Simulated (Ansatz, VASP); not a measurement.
One calculation of MgO, two programs

```xyz
4
Lattice="3.4864 0.0000 0.0000 -1.7432 3.0193 0.0000 0.0000 0.0000 4.1780" Properties=species:S:1:pos:R:3 pbc="T T T"
Mg    1.7432    1.0064    3.1335
Mg    0.0000    2.0129    1.0445
O     1.7432    1.0064    0.7445
O     0.0000    2.0129    3.1335
```

Alike in both runs: task single point; functional r2SCAN; k mesh 6 × 6 × 6; no spin polarisation.

|  | VASP | Ansatz |
| --- | --- | --- |
| version | VASP 6.6.1 | Ansatz 0.2.0 |
| potentials or method | VASP PAW PBE potentials, release 64 (Mg, O), cutoff 520 eV | scalar-relativistic, plane waves, PAW |
| occupations | methfessel-paxton of order 1, width 0.02 eV | cold, width 0.02 eV |
| valence electrons in the cell | 16 | 32 |

|  | VASP | Ansatz | Ansatz less VASP |
| --- | --- | --- | --- |
| gap on the k mesh at the Fermi level (eV) | 4.09 | 4.11 | +0.015 |
| least direct gap on the mesh (eV) | 4.09 | 4.11 | +0.015 |
| pressure (GPa) | 4.5 | 5.2 | +0.63 |
| traceless stress, the component that is largest in VASP (GPa) | 10.19 | 10.05 | -0.132 |
| rms of the force components (eV/Å) | 1.623 | 1.596 | -0.0267 |

VASP's potentials were made for PBE, not for r2SCAN. Atom by atom the forces differ by 0.028 eV/Å (rms over components). VASP's potentials hold 16 valence electrons a cell and Ansatz's 32, so a difference there can come from the potentials and not from the codes.
